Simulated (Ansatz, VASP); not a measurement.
One calculation of LiNbO3, two programs

The input INCAR:

```
ALGO = Normal
EDIFF = 1E-6
ENCUT = 520
GGA = PE
ISIF = 2
ISMEAR = 0
LASPH = True
LCHARG = False
LREAL = False
LWAVE = False
NBANDS = 45
NELM = 100
PREC = Accurate
SIGMA = 0.05
```

The input KPOINTS:

```
k-points
0
Gamma
  6 6 6
```

File POSCAR:

```
LiNbO3
1.0
    2.6722716124      1.5428367348      4.3917893192
   -2.6722716124      1.5428367348      4.3917893192
    0.0000000000     -3.0856734694      4.3917893192
Li Nb O
2 2 6
Direct
    0.2500000000      0.2500000000      0.2500000000
    0.7500000000      0.7500000000      0.7500000000
    0.0000000000      0.0000000000      0.0000000000
    0.5000000000      0.5000000000      0.5000000000
    0.1111894848      0.3888105152      0.7500000000
    0.7500000000      0.1111894848      0.3888105152
    0.3888105152      0.7500000000      0.1111894848
    0.8888105152      0.6111894848      0.2500000000
    0.2500000000      0.8888105152      0.6111894848
    0.6111894848      0.2500000000      0.8888105152
```

Input for Ansatz:

```yaml
crystal:
  lattice:
    - [2.6722716124, 1.5428367348, 4.3917893192]
    - [-2.6722716124, 1.5428367348, 4.3917893192]
    - [0.0, -3.0856734694, 4.3917893192]
  atoms:
    - { symbol: Li, position: [0.25, 0.25, 0.25] }
    - { symbol: Li, position: [0.75, 0.75, 0.75] }
    - { symbol: Nb, position: [0.0, 0.0, 0.0] }
    - { symbol: Nb, position: [0.5, 0.5, 0.5] }
    - { symbol: O, position: [0.1111894848, 0.3888105152, 0.75] }
    - { symbol: O, position: [0.75, 0.1111894848, 0.3888105152] }
    - { symbol: O, position: [0.3888105152, 0.75, 0.1111894848] }
    - { symbol: O, position: [0.8888105152, 0.6111894848, 0.25] }
    - { symbol: O, position: [0.25, 0.8888105152, 0.6111894848] }
    - { symbol: O, position: [0.6111894848, 0.25, 0.8888105152] }
basis:
  ecutwfc: 520.0
kpoints:
  mp_grid: { grid: [6, 6, 6] }
hamiltonian:
  xc: pbe
  pseudopotentials: { kind: paw, azcp: { folder: soft_1 } }
scf:
  occupations: { method: gaussian, width: 0.05 }
output:
  forces: true
  stress: true
  eigenvalues: true
```

Alike in both runs: task single point; functional PBE; k mesh 6 × 6 × 6; occupations gaussian, width 0.05 eV; no spin polarisation.

```csv
,VASP,Ansatz
version,VASP 6.6.1,Ansatz 0.2.0
potentials or method,"VASP PAW PBE potentials, release 64 (Li_sv, Nb_sv, O), cutoff 520 eV","scalar-relativistic, plane waves, PAW"
valence electrons in the cell,68,68
```

```csv
,VASP,Ansatz,Ansatz less VASP
gap on the k mesh at the Fermi level (eV),2.10,2.12,+0.012
least direct gap on the mesh (eV),2.10,2.12,+0.012
rms of the force components (eV/Å),0.461,0.451,-0.0101
```

Atom by atom the forces differ by 0.010 eV/Å (rms over components).

Noted on VASP's run: the cutoff is short for stress, so the pressure is rough.
